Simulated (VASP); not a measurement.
The system is SnSe.

```
Sn Se
1.0
    11.57028    0.00000    0.00000
     0.00000    4.24514    0.00000
     0.00000    0.00000    4.51869
Sn Se
4 4
Direct
  0.87700 0.75000 0.90900
  0.62300 0.25000 0.40900
  0.37700 0.75000 0.59100
  0.12300 0.25000 0.09100
  0.64300 0.75000 0.98400
  0.85700 0.25000 0.48400
  0.14300 0.75000 0.51600
  0.35700 0.25000 0.01600
```

Base run:

| Property | Result |
| --- | --- |
| Program | VASP 6.6.1 |
| Functional | RPBE |
| Potentials or basis | VASP PAW PBE potentials, release 64 (Sn_d, Se) |
| Cutoff | 520 eV |
| k mesh | 3 × 6 × 6 |
| Occupations | fermi-dirac, width 0.05 eV |
| Spin | no spin polarisation |

Its results: band gap on the k mesh 0.61 eV (least direct gap 0.77 eV); pressure 2.0 GPa; largest force 0.168 eV/Å.

Q: The run is repeated on the same cell with these changes: functional from RPBE to PBEsol. What comes out?

A: Band gap on the k mesh 0.50 eV (least direct gap 0.68 eV); pressure -2.4 GPa; largest force 0.159 eV/Å.

PBEsol binds more tightly than RPBE, so the same cell stands under less pressure.

Caveats: the PAW data sets were made with another functional, which shifts forces and pressure a little; spin-orbit coupling is left out, which moves the levels of the heavy elements; an odd mesh through Γ misses points on the zone boundary, where band edges can lie.
